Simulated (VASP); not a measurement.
SrInH3:

```
CELL_PARAMETERS angstrom
4.37576 0.00000 0.00000
0.00000 4.37576 0.00000
0.00000 0.00000 4.37576
ATOMIC_POSITIONS crystal
Sr 0.50000 0.50000 0.50000
In 0.00000 0.00000 0.00000
H 0.50000 0.50000 0.00000
H 0.50000 0.00000 0.50000
H 0.00000 0.50000 0.50000
```

| Quantity | Value |
| --- | --- |
| Program | VASP 6.6.1 |
| Task | relaxation of cell and atoms |
| Functional | PBE |
| Potentials or basis | VASP PAW PBE potentials, release 64 (Sr_sv, In_d, H) |
| Cutoff | 600 eV |
| k mesh | 4 × 4 × 4 |
| Occupations | gaussian, width 0.1 eV |
| Spin | no spin polarisation |

At the start: pressure 5.2 GPa; volume 16.76 Å³/atom.

**Question.** Where does the relaxation end?

**Answer.** Over 4 steps the energy falls by 49.4 meV/atom and the volume is 20.37 Å³/atom (+21.5 %); space group Pm-3m (No. 221, to 0.05 Å).

The path:
| step | energy change (eV) | largest force (eV/Å) | pressure (GPa) | volume (Å³) |
| --- | --- | --- | --- | --- |
| 1 | 0.0000 | 0.0000 | 5.18 | 83.78 |
| 2 | -0.1584 | 0.0000 | 2.63 | 90.52 |
| 3 | -0.2433 | 0.0000 | 0.54 | 99.20 |
| 4 | -0.2472 | 0.0000 | -0.05 | 101.84 |

Final structure:
```
CELL_PARAMETERS angstrom
4.66986 0.00000 0.00000
0.00000 4.66986 0.00000
0.00000 0.00000 4.66986
ATOMIC_POSITIONS crystal
Sr 0.50000 0.50000 0.50000
In 0.00000 0.00000 0.00000
H 0.50000 0.50000 0.00000
H 0.50000 0.00000 0.50000
H 0.00000 0.50000 0.50000
```

Caveat: the volume moved by over 15 % at a fixed basis, so the end points are rough.
